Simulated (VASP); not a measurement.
A run of VASP 6.6.1 is set up as follows.

File INCAR:

```
SYSTEM = Sb
ALGO = Normal ; EDIFF = 1E-6
ENCUT = 520 ; GGA = CA
ISIF = 2 ; ISMEAR = -1
LASPH = .TRUE. ; LCHARG = .TRUE.
LELF = .TRUE. ; LREAL = .FALSE.
LVHAR = .TRUE. ; LWAVE = .FALSE.
NBANDS = 12 ; NELM = 100
PREC = Accurate ; SIGMA = 0.1
```

File KPOINTS:

```
k-points
0
G
  9 9 9
  0 0 0
```

Contents of POSCAR:

```
Sb
1.0
    0.0000000000      3.3654124609      3.3654124609
    3.3654124609      0.0000000000      3.3654124609
    3.3654124609      3.3654124609      0.0000000000
Sb
2
Direct
    0.1250000000      0.1250000000      0.1250000000
    0.8750000000      0.8750000000      0.8750000000
```

Potentials or basis: VASP PAW LDA potentials, release 64 (Sb).

Launch:

```sh
$ cat potpaw_LDA.64/Sb/POTCAR > POTCAR
$ mpirun -np 1 vasp_std > vasp.out
```

**Question.** Predict the band gap on the k mesh.

**Answer.** Zero (band 5 reaches 5.33 eV, above the bottom of band 6 at 4.27 eV).

**Question.** Estimate the pressure.

**Answer.** 1.7 GPa.

Caveat: spin-orbit coupling is left out, which moves the levels of the heavy elements.
